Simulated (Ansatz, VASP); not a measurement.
## Two plane-wave programs on Sc

Contents of INCAR:

```
SYSTEM = Sc
  PREC = Accurate
  ENCUT = 520
  EDIFF = 1E-6
  ISMEAR = -1
  SIGMA = 0.1
  LREAL = .FALSE.
  LASPH = .TRUE.
  NELM = 60
  ALGO = Normal
  ISIF = 2
  LWAVE = .FALSE.
  LCHARG = .FALSE.
  GGA = RE
  NBANDS = 12
```

File KPOINTS:

```
regular mesh
0
G
  13 13 13
  0 0 0
```

File POSCAR:

```
Sc
1.0
    0.0000000000      2.2396170487      2.2396170487
    2.2396170487      0.0000000000      2.2396170487
    2.2396170487      2.2396170487      0.0000000000
Sc
1
Direct
    0.0000000000      0.0000000000      0.0000000000
```

Input for Ansatz:

```yaml
crystal:
  lattice:
    - [0.0, 2.2396170487, 2.2396170487]
    - [2.2396170487, 0.0, 2.2396170487]
    - [2.2396170487, 2.2396170487, 0.0]
  atoms:
    - { symbol: Sc, position: [0.0, 0.0, 0.0] }
hamiltonian:
  xc: revpbe
  pseudopotentials:
    kind: paw
    azcp:
      Sc: "pseudopotentials/Sc.paw.azcp"
basis:
  ecutwfc: 420
  fft_grid_basis: typed
kpoints:
  mp_grid: { grid: [13, 13, 13], shift: [0, 0, 0] }
magnetization:
  spin_polarized: false
scf:
  occupations: { method: fermi_dirac, width: 0.1 }
  lower_state_search: "off"
output:
  stress: true
```

Alike in both runs: task single point; functional revPBE; k mesh 13 × 13 × 13; occupations fermi-dirac, width 0.1 eV; no spin polarisation.

```csv
,VASP,Ansatz
version,VASP 6.6.1,Ansatz 0.2.0
potentials or method,"VASP PAW PBE potentials, release 64 (Sc_sv), cutoff 520 eV","plane waves (420 eV) with PAW, scalar-relativistic"
valence electrons in the cell,11,11
```

```tsv
	VASP	Ansatz	Ansatz less VASP
pressure (GPa)	7.6	7.5	-0.03
```

VASP's potentials were made for PBE, not for revPBE.
